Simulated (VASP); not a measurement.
# TaN in VASP: further runs

Runs on TaN. Level: LDA. Tasks: single point.

Everything below comes from runs of VASP 6.6.1. Logs are shortened: lines on timing, memory, paths and dates and some standing lists are left out, and cuts for length are marked.

### 1 The cell of the first run

The typed cell holds 6 atoms: a = 5.206 Å, b = 5.206 Å, c = 2.920 Å, α = 90.00°, β = 90.00°, γ = 60.00°.

### 2 Single point, LDA

The input, INCAR:

```
PREC = Accurate ; ENCUT = 520
EDIFF = 1E-6 ; ISMEAR = -1
SIGMA = 0.1 ; LREAL = False
LASPH = True ; NELM = 80
ALGO = Normal ; ISIF = 2
LWAVE = False ; LCHARG = False
NBANDS = 33
```

The input, KPOINTS:

```
Automatic mesh
0
Gamma
  4 4 6
```

The input, POSCAR:

```
TaN
1.0
    2.6032410000      4.5089440000      0.0000000000
   -2.6032410000      4.5089440000      0.0000000000
    0.0000000000      0.0000000000      2.9200480000
Ta N
3 3
Direct
    0.0000000000      0.0000000000      0.0000000000
    0.3333000000      0.3334000000      0.5000000000
    0.6666000000      0.6667000000      0.5000000000
    0.5000000000      0.5000000000      0.0000000000
    0.5000000000      0.0000000000      0.0000000000
    0.0000000000      0.5000000000      0.0000000000
```

Potentials or basis: VASP PAW LDA potentials, release 64 (Ta_pv, N).

Launch:

```
$ cat potpaw_LDA.64/Ta_pv/POTCAR potpaw_LDA.64/N/POTCAR > POTCAR
$ mpirun -np 1 vasp_std > vasp.out
```

OUTCAR:

```text
PREC = Accurate
   ENCUT = 520
   EDIFF = 1E-6
   ISMEAR = -1
   LREAL = False
   LASPH = True
   NELM = 80
   ISIF = 2

 ion  position               nearest neighbor table
   1  0.000  0.000  0.000-   5 2.60   6 2.60   6 2.60   5 2.60   4 2.60   4 2.60   3 3.34   2 3.34
                             2 3.34   3 3.34   2 3.34   3 3.34   2 3.34   3 3.34   2 3.34   3 3.34
   2  0.333  0.333  0.500-   4 2.10   4 2.10   6 2.10   6 2.10   5 2.10   5 2.10   3 3.01   3 3.01
                             3 3.01   1 3.34   1 3.34   1 3.34   1 3.34   1 3.34   1 3.34
   3  0.667  0.667  0.500-   4 2.10   4 2.10   5 2.10   5 2.10   6 2.10   6 2.10   2 3.01   2 3.01
                             2 3.01   1 3.34   1 3.34   1 3.34   1 3.34   1 3.34   1 3.34
   4  0.500  0.500  0.000-   2 2.10   3 2.10   2 2.10   3 2.10   1 2.60   1 2.60
   5  0.500  0.000  0.000-   3 2.10   3 2.10   2 2.10   2 2.10   1 2.60   1 2.60
   6  0.000  0.500  0.000-   2 2.10   2 2.10   3 2.10   3 2.10   1 2.60   1 2.60

  LATTYP: Found a hexagonal cell.
 ALAT       =     5.2064805482
 C/A-ratio  =     0.5608487294

  Lattice vectors:

 A1 = (   2.6032410000,  -4.5089440000,   0.0000000000)
 A2 = (   2.6032410000,   4.5089440000,   0.0000000000)
 A3 = (   0.0000000000,   0.0000000000,   2.9200480000)

Analysis of symmetry for initial positions (statically):
=====================================================================
 Subroutine PRICEL returns:
 Original cell was already a primitive cell.

 Routine SETGRP: Setting up the symmetry group for a
 hexagonal supercell.

 Subroutine GETGRP returns: Found  4 space group operations
 (whereof  4 operations were pure point group operations)
 out of a pool of 24 trial point group operations.

The static configuration has the point symmetry C_2v.

Analysis of symmetry for dynamics (positions and initial velocities):
=====================================================================
 Subroutine PRICEL returns:
 Original cell was already a primitive cell.

 Routine SETGRP: Setting up the symmetry group for a
 hexagonal supercell.

 Subroutine GETGRP returns: Found  4 space group operations
 (whereof  4 operations were pure point group operations)
 out of a pool of 24 trial point group operations.

The dynamic configuration has the point symmetry C_2v.

 Subroutine INISYM returns: Found  4 space group operations
 (whereof  4 operations are pure point group operations),
 and found     1 'primitive' translations

----------------------------------------------------------------------------------------

                                     Primitive cell

  volume of cell :      68.5503

  direct lattice vectors                    reciprocal lattice vectors
     2.603241000  4.508944000  0.000000000     0.192068272  0.110890710  0.000000000
    -2.603241000  4.508944000  0.000000000    -0.192068272  0.110890710  0.000000000
     0.000000000  0.000000000  2.920048000     0.000000000  0.000000000  0.342460124

  length of vectors
     5.206480548  5.206480548  2.920048000     0.221781357  0.221781357  0.342460124

  position of ions in fractional coordinates (direct lattice)
     0.000000000  0.000000000  0.000000000
     0.333300000  0.333400000  0.500000000
     0.666600000  0.666700000  0.500000000
     0.500000000  0.500000000  0.000000000
     0.500000000  1.000000000  0.000000000
     1.000000000  0.500000000  0.000000000

  ion indices of the primitive-cell ions
   primitive index   ion index
                 1           1
                 2           2
                 3           3
                 4           4
                 5           5
                 6           6

----------------------------------------------------------------------------------------

 KPOINTS: Automatic mesh

Automatic generation of k-mesh.
 Grid dimensions read from file:
 generate k-points for:    4    4    6

 Generating k-lattice:

  Cartesian coordinates                     Fractional coordinates (reciprocal lattice)
     0.048017068  0.027722677  0.000000000     0.250000000 -0.000000000  0.000000000
    -0.048017068  0.027722677  0.000000000    -0.000000000  0.250000000  0.000000000
     0.000000000  0.000000000  0.057076687     0.000000000  0.000000000  0.166666667

  Length of vectors
     0.055445339  0.055445339  0.057076687

  Shift w.r.t. Gamma in fractional coordinates (k-lattice)
     0.000000000  0.000000000  0.000000000

 Subroutine IBZKPT returns following result:
 ===========================================

 Found     28 irreducible k-points:

 Following reciprocal coordinates:
            Coordinates               Weight
  0.000000  0.000000  0.000000      1.000000
  0.250000 -0.000000  0.000000      4.000000
  0.250000  0.250000  0.000000      2.000000
  0.500000 -0.000000  0.000000      2.000000
  0.500000  0.500000  0.000000      1.000000
  0.500000  0.250000  0.000000      4.000000
[... 16 lines left out ...]
  0.250000 -0.000000  0.500000      4.000000
  0.250000  0.250000  0.500000      2.000000
 [... further k-points ...]
   k-points           NKPTS =     28   k-points in BZ     NKDIM =     28   number of bands    NBANDS=     33
   number of dos      NEDOS =    301   number of ions     NIONS =      6
   total plane-waves  NPLWV =  38400
   dimension x,y,z NGX =    40 NGY =   40 NGZ =   24
   dimension x,y,z NGXF=    80 NGYF=   80 NGZF=   48
   ions per type =               3   3
   NGX,Y,Z   is equivalent  to a cutoff of  12.77, 12.77, 13.66 a.u.
   NGXF,Y,Z  is equivalent  to a cutoff of  25.54, 25.54, 27.33 a.u.
 SYSTEM =  unknown system
   PREC   = accura    normal or accurate (medium, high low for compatibility)
   ISTART =      0    job   : 0-new  1-cont  2-samecut
   ICHARG =      2    charge: 1-file 2-atom 10-const
   ISPIN  =      1    spin polarized calculation?
   LNONCOLLINEAR =      F non collinear calculations
   LSORBIT =      F    spin-orbit coupling
   LASPH  =      T    aspherical Exc in radial PAW
   ENCUT  =  520.0 eV  38.22 Ry    6.18 a.u.   9.68  9.68  5.43*2*pi/ulx,y,z
   NELM   =     80;   NELMIN=  2; NELMDL= -5     # of ELM steps
   EDIFF  = 0.1E-05   stopping-criterion for ELM
   LREAL  =      F    real-space projection
   EDIFFG = 0.1E-04   stopping-criterion for IOM
   NSW    =      0    number of steps for IOM
   IBRION =     -1    ionic relax: 0-MD 1-quasi-New 2-CG
   NFREE  =      0    steps in history (QN), initial steepest desc. (CG)
   ISIF   =      2    stress and relaxation
   ISYM   =      2    0-nonsym 1-usesym 2-fastsym
   POTIM  = 0.5000    time-step for ionic-motion
   TEBEG  =    0.0;   TEEND  =   0.0 temperature during run
   PSTRESS=    0.0 pullay stress
   NELECT =      48.0000    total number of electrons
   NUPDOWN=      -1.0000    fix difference up-down
   EMIN   =  10.00;   EMAX   =-10.00  energy-range for DOS
   EFERMI =   0.00;   METHOD = LEGACY
   ISMEAR =    -1;   SIGMA  =   0.10  broadening in eV -4-tet -1-fermi 0-gaus
   EFERMI_NEDOS =   21; number of points for ismear=-14 and -15
   IALGO  =     38    algorithm
   IMIX   =      4    mixing-type and parameters
     AMIX     =   0.40;   BMIX     =  1.00
     AMIX_MAG =   1.60;   BMIX_MAG =  1.00
  volume/ion in A,a.u.               =      11.43        77.10
  Fermi-wavevector in a.u.,A,eV,Ry     =   1.453736  2.747162 28.753845  2.113348
  Thomas-Fermi vector in A             =   2.570968
   LORBIT       =      0    0 simple, 1 ext, 2 COOP (PROOUT), +10 PAW based schemes
   GGA     = CA    functional components
   LHFCALC =     F    Hartree Fock is set to
   AEXX    =    0.0000 exact exchange contribution
   IVDW    =     0    specifies the selected vdW correction
   LEPSILON=     F    determine dielectric tensor
   LRPA    =     F    only Hartree local field effects (RPA)
 non-spin polarized calculation
  energy-cutoff  :      520.00
  volume of cell :       68.55
 maximum number of plane-waves:      1860
 NGX is ok and might be reduce to    40
   NGX = 19   NGY = 19   NGZ = 11

 number of electron      48.0000010 magnetization

 Free energy of the ion-electron system (eV)
  ---------------------------------------------------
  ext. energy  EPLUGINS =         0.00000000
  ---------------------------------------------------
  free energy    TOTEN  =       -71.29139287 eV

  energy without entropy =      -71.24946629  energy(sigma->0) =      -71.27042958

 E-fermi :   7.9493     XC(G=0): -13.2210

 val. band max:        7.8089633969   @ k =   0.5000  -0.0000   0.1667
 cond. band min:       8.0356041288   @ k =   0.2500  -0.0000   0.5000
 fundamental gap:      0.2266407319
 Fermi energy:         7.9493169094

 k-point     1 :       0.0000    0.0000    0.0000
  band No.  band energies     occupation
      1     -28.0419      2.00000
      2     -28.0414      2.00000
      3     -27.6648      2.00000
      4     -27.6647      2.00000
      5     -27.4286      2.00000
      6     -27.3472      2.00000
[... 25 lines left out ...]
     32      11.1146      0.00000
     33      11.1150      0.00000

 k-point     2 :       0.2500   -0.0000    0.0000
  band No.  band energies     occupation
      1     -28.0807      2.00000
      2     -28.0110      2.00000
      3     -27.6436      2.00000
      4     -27.6080      2.00000
      5     -27.4109      2.00000
      6     -27.4056      2.00000
[... 25 lines left out ...]
     32      11.3539      0.00000
     33      11.5032      0.00000
[... 754 lines left out ...]
     32      12.0024      0.00000
     33      12.7615      0.00000

 k-point    24 :       0.2500    0.2500    0.5000
  band No.  band energies     occupation
      1     -28.3179      2.00000
      2     -28.1468      2.00000
      3     -27.9008      2.00000
      4     -27.8459      2.00000
      5     -27.5307      2.00000
      6     -27.4566      2.00000
[... 25 lines left out ...]
     32      12.0018      0.00000
     33      12.7626      0.00000

 [... further k-points ...]

------------------------ aborting loop because EDIFF is reached ----------------------------------------

  FORCE on cell =-STRESS in cart. coord.  units (eV):
  Direction    XX          YY          ZZ          XY          YZ          ZX
  --------------------------------------------------------------------------------------
  -------------------------------------------------------------------------------------
  Total       -2.1147884     -2.1083725     -4.1174494      0.0000000      0.0000000      0.0000000
  in kB      -49.4274602    -49.2775072    -96.2342458      0.0000000      0.0000000      0.0000000
  external PRESSURE =     -64.9797377 kB  Pullay stress =       0.0000000 kB

 VOLUME and BASIS-vectors are now :
 -----------------------------------------------------------------------------
  energy-cutoff  :      520.00
  volume of cell :       68.55
      direct lattice vectors                 reciprocal lattice vectors
     2.603241000  4.508944000  0.000000000     0.192068272  0.110890710  0.000000000
    -2.603241000  4.508944000  0.000000000    -0.192068272  0.110890710  0.000000000
     0.000000000  0.000000000  2.920048000     0.000000000  0.000000000  0.342460124

 POSITION                                       TOTAL-FORCE (eV/Angst)
 -----------------------------------------------------------------------------------
      0.00000      0.00000      0.00000        -0.001107     -0.000000      0.000000
     -0.00026      3.00611      1.46002         0.004646     -0.004864      0.000000
     -0.00026      6.01178      1.46002         0.004646      0.004864      0.000000
      0.00000      4.50894      0.00000        -0.000312     -0.000000      0.000000
      1.30162      2.25447      0.00000        -0.003937      0.002099      0.000000
     -1.30162      2.25447      0.00000        -0.003937     -0.002099      0.000000
 -----------------------------------------------------------------------------------
    total drift:                                0.000002      0.000000     -0.000000

  FREE ENERGIE OF THE ION-ELECTRON SYSTEM (eV)
  ---------------------------------------------------
  free  energy   TOTEN  =       -71.2913928714 eV

  energy  without entropy=      -71.2494662920  energy(sigma->0) =      -71.27042958
```

It took 74 s on 1 thread of Intel Xeon 6455B, shared host; peak memory 0.19 GiB.

Results:

| Property | Result |
| --- | --- |
| Free energy | -71.2914 eV |
| Pressure | -6.5 GPa |
| Largest force | 0.007 eV/Å |
| Band gap on the k mesh | zero (bands 24 and 25 overlap by 2.10 eV) |

Forces on the atoms (eV/Å):
```
Ta  -0.001  0.000  0.000
Ta   0.005 -0.005  0.000
Ta   0.005  0.005  0.000
N    0.000  0.000  0.000
N   -0.004  0.002  0.000
N   -0.004 -0.002  0.000
```

Caveat: the cell stands under tension; spin-orbit coupling is left out, which moves the levels of the heavy elements.

### 3 Single point, LDA

The input, INCAR:

```
  PREC = Accurate
  ENCUT = 520
  EDIFF = 1E-6
  ISMEAR = -1
  SIGMA = 0.1
  LREAL = False
  LASPH = True
  NELM = 60
  ALGO = Normal
  ISIF = 2
  LWAVE = False
  LCHARG = True
  GGA = CA
  LELF = True
  LVHAR = True
  NBANDS = 33
```

The input, KPOINTS:

```
regular mesh
0
Gamma
  5 5 8
```

POSCAR is that of step 2.

Potentials or basis: VASP PAW LDA potentials, release 64 (Ta_pv, N).

Launch:

```
$ cat potpaw_LDA.64/Ta_pv/POTCAR potpaw_LDA.64/N/POTCAR > POTCAR
$ mpirun -np 1 vasp_std > vasp.out
```

Wall time 1.8 min (1 thread of Intel Xeon 6455B, shared host); peak memory 0.21 GiB.

It converged, with:

- Free energy: -71.3367 eV
- Pressure: -6.9 GPa
- Largest force: 0.007 eV/Å
- Band gap on the k mesh: zero (bands 24 and 25 overlap by 2.11 eV)

Forces in eV/Å, atoms in the order of the input:
```
Ta  -0.001  0.000  0.000
Ta   0.005 -0.005  0.000
Ta   0.005  0.005  0.000
N    0.000  0.000  0.000
N   -0.004  0.002  0.000
N   -0.004 -0.002  0.000
```

Stress tensor (GPa, compression positive):
```
-5.66  0.00  0.00
 0.00 -5.64  0.00
 0.00  0.00 -9.45
```

Levels at points of the mesh, in eV from the Fermi level:
| k point | band 21 | band 22 | band 23 | band 24 | band 25 | band 26 | band 27 | band 28 |
| --- | --- | --- | --- | --- | --- | --- | --- | --- |
| (0.00, 0.00, 0.00) | -2.98 | -2.46 | -2.07 | -1.29 | -1.29 | 0.73 | 0.74 | 1.19 |
| (0.00, 0.00, 0.50) | -3.07 | -3.07 | -1.90 | 0.82 | 0.82 | 1.45 | 1.69 | 2.44 |

Caveat: the cell stands under tension; spin-orbit coupling is left out, which moves the levels of the heavy elements.
